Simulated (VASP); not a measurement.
Set up this calculation in VASP 6.6.1, as the native input.

```yaml
Task: single point
Functional: PBE
Dispersion: D3(BJ)
Potentials_or_basis: VASP PAW PBE potentials, release 64 (Sb)
Cutoff: 500 eV
k_mesh: 12 × 12 × 12
Occupations: gaussian, width 0.1 eV
Spin: non-collinear spin, zero start, spin-orbit coupling
Starting_moments: "[[0.0, 0.0, 0.0], [0.0, 0.0, 0.0]] μB"
Dipole_correction: no
Further_INCAR_settings: ALGO = Normal; EDIFF = 1e-06; NBANDS = 22
```

The structure of Sb lies in POSCAR:

```
Sb
1.0
    2.1607696294      1.2475209288      3.6820514275
   -2.1607696294      1.2475209288      3.6820514275
    0.0000000000     -2.4950418528      3.6820514292
Sb
2
Direct
    0.2362290824      0.2362290824      0.2362290824
    0.7637709176      0.7637709176      0.7637709176
```

The input as run:

INCAR

```
SYSTEM = Sb
ALGO = Normal ; EDIFF = 1E-6
ENCUT = 500 ; GGA = PE
GGA_COMPAT = .False. ; ISIF = 2
ISMEAR = 0 ; IVDW = 12
LASPH = .True. ; LCHARG = .False.
LNONCOLLINEAR = .True. ; LORBIT = 11
LORBMOM = .True. ; LREAL = .False.
LSORBIT = .True. ; LWAVE = .False.
MAGMOM = 0 0 0 0 0 0 ; NBANDS = 22
NELM = 200 ; PREC = Accurate
SIGMA = 0.1
```

KPOINTS

```
k-points
0
Gamma
  12 12 12
  0 0 0
```

Potentials or basis: VASP PAW PBE potentials, release 64 (Sb).

Launch:

```sh
$ cat potpaw_PBE.64/Sb/POTCAR > POTCAR
$ mpirun -np 1 vasp_ncl > vasp.out
```

It gave:

* Pressure: 0.2 GPa
* Largest force: 0.035 eV/Å
* Net moment: 0.00 μB per cell
* Valence electrons inside the program's atomic spheres: Sb 2.40
* Dispersion energy per atom: -0.480 eV

Wall time 4.9 min on 1 thread of Intel(R) Xeon(R) 6975P-C (Granite Rapids), on a shared host, peak memory 0.52 GiB.
